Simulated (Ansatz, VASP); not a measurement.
KI: VASP beside Ansatz

Contents of INCAR:

```
SYSTEM = KI
  ALGO = Normal
  EDIFF = 1E-8
  ENCUT = 400
  GGA = PS
  GGA_COMPAT = .False.
  ISIF = 2
  ISMEAR = -1
  LASPH = .True.
  LCHARG = .False.
  LEFG = .True.
  LREAL = .False.
  LWAVE = .False.
  NBANDS = 15
  NELM = 120
  PREC = Accurate
  SIGMA = 0.02
```

File KPOINTS:

```
k-points
0
Gamma
  4 4 4
  0 0 0
```

POSCAR

```
KI
1.0
    0.0000000000      3.5327750000      3.5327750000
    3.5327750000      0.0000000000      3.5327750000
    3.5327750000      3.5327750000      0.0000000000
K I
1 1
Direct
    0.0000000000      0.0000000000      0.0000000000
    0.5000000000      0.5000000000      0.5000000000
```

Input for Ansatz:

```yaml
crystal:
  lattice:
    - [0.0, 3.532775, 3.532775]
    - [3.532775, 0.0, 3.532775]
    - [3.532775, 3.532775, 0.0]
  atoms:
    - { symbol: K, position: [0.0, 0.0, 0.0] }
    - { symbol: I, position: [0.5, 0.5, 0.5] }
kpoints:
  mp_grid: { grid: [4, 4, 4] }
scf:
  occupations: { method: fermi_dirac, width: 0.02 }
hamiltonian:
  xc: pbesol
  pseudopotentials: { kind: paw, frozen_core: stored, azcp: { folder: soft_1 } }
output:
  forces: true
  stress: true
  populations: true
  efg:
    quadrupole_moments_barn: { K: 0.0603, I: -0.68822 }
    contact_densities: true
```

Alike in both runs: task electric field gradients; functional PBEsol; k mesh 4 × 4 × 4; occupations fermi-dirac, width 0.02 eV; no spin polarisation.

|  | VASP | Ansatz |
| --- | --- | --- |
| version | VASP 6.6.1 | Ansatz 0.2.0 |
| potentials or method | VASP PAW PBE potentials, release 64 (K_sv, I) | plane-wave PAW, scalar-relativistic |
| plane-wave cutoff (eV) | 400 | 420 |
| valence electrons in the cell | 16 | 26 |

```tsv
	VASP	Ansatz	Ansatz less VASP
gap on the k mesh at the Fermi level (eV)	3.81	3.82	+0.006
pressure (GPa)	-0.2	-0.3	-0.03
```

VASP's potentials were made for PBE, not for PBEsol, and Ansatz warns of the same on its side. The functional is the same, so the differences come from potentials, cutoffs and numerics. VASP's potentials hold 16 valence electrons a cell and Ansatz's 26, so a difference there can come from the potentials and not from the codes.

Neither program's run includes spin-orbit coupling.
